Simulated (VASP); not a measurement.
Wanted: the native input for a VASP 6.6.1 run.

```yaml
Task: single point
Functional: PBEsol
Potentials_or_basis: VASP PAW PBE potentials, release 64 (Zr_sv, H)
Cutoff: 520 eV
k_mesh: 10 × 10 × 10
Occupations: fermi-dirac, width 0.1 eV
Spin: no spin polarisation
Dipole_correction: no
Further_INCAR_settings: ALGO = Normal; EDIFF = 1e-06; NBANDS = 14
```

The structure of ZrH2 lies in POSCAR:

```
ZrH2
1.0
    0.0000000000      2.4564818002      2.4564818002
    2.4564818002      0.0000000000      2.4564818002
    2.4564818002      2.4564818002      0.0000000000
Zr H
1 2
Direct
    0.0000000000      0.0000000000      0.0000000000
    0.7500000000      0.7500000000      0.7500000000
    0.2500000000      0.2500000000      0.2500000000
```

The input as run:

INCAR

```
ALGO     = Normal         # electronic algorithm
EDIFF    = 1E-6           # SCF threshold, eV
ENCUT    = 520            # plane-wave cutoff, eV
GGA      = PS             # functional
ISIF     = 2              # what is computed and relaxed
ISMEAR   = -1             # smearing method
LASPH    = True           # aspherical terms in the spheres
LCHARG   = True           # write CHGCAR
LELF     = True           # ELF
LREAL    = False          # projectors in reciprocal space
LVHAR    = True         
LWAVE    = False          # write WAVECAR
NBANDS   = 14             # bands
NELM     = 100            # most SCF steps
PREC     = Accurate       # precision mode
SIGMA    = 0.1            # smearing width, eV
```

KPOINTS

```
k-points
0
Gamma
  10 10 10
```

Potentials or basis: VASP PAW PBE potentials, release 64 (Zr_sv, H).

The run is started by

```bash
$ cat potpaw_PBE.64/Zr_sv/POTCAR potpaw_PBE.64/H/POTCAR > POTCAR
$ mpirun -np 1 vasp_std > vasp.out
```

Results of the run:

```json
{
  "Pressure": "-10.9 GPa",
  "Band gap on the k mesh": "zero (band 7 reaches 8.13 eV, above the bottom of band 8 at 7.38 eV)"
}
```

Caveat: the PAW data sets were made with another functional, which shifts forces and pressure a little.

Run time: 9.7 s on 1 thread of Intel(R) Xeon(R) 6975P-C (Granite Rapids), with other jobs on the host, peak memory 0.16 GiB.
